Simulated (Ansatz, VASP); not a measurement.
## AlN: VASP beside Ansatz

```xyz
4
Lattice="3.0475 0.0000 0.0000 -1.5237 2.6392 0.0000 0.0000 0.0000 4.8764" Properties=species:S:1:pos:R:3 pbc="T T T"
Al    0.0000    1.7595    0.0000
Al    1.5237    0.8797    2.4382
N     0.0000    1.7595    1.8774
N     1.5237    0.8797    4.3156
```

Change from the starting cell: volume scaled by 0.94, crystal datasets.

Alike in both runs: task electric field gradients; functional PBEsol; k mesh 11 × 11 × 6; occupations fermi-dirac, width 0.02 eV; no spin polarisation.

|  | VASP | Ansatz |
| --- | --- | --- |
| version | VASP 6.6.1 | Ansatz 0.2.0 |
| potentials or method | VASP PAW PBE potentials, release 64 (Al, N), cutoff 520 eV | all-electron PAW with datasets made for the crystal, scalar-relativistic |

VASP gave:

* gap on the k mesh at the Fermi level (eV): 4.64
* pressure (GPa): 14.8
* traceless stress, the component that is largest in VASP (GPa): -2.54
* rms of the force components (eV/Å): 0.105
* size of Vzz on the site where it differs most (V/Å²): 9.2

**Question.** Which values does Ansatz return?

**Answer.** gap on the k mesh at the Fermi level (eV): 4.63; pressure (GPa): 14.6; traceless stress, the component that is largest in VASP (GPa): -2.49; rms of the force components (eV/Å): 0.104; size of Vzz on the site where it differs most (V/Å²): 8.8.

VASP's potentials were made for PBE, not for PBEsol. Atom by atom the forces differ by 0.000 eV/Å (rms over components). Ansatz ran all-electron here, and VASP with PAW potentials.
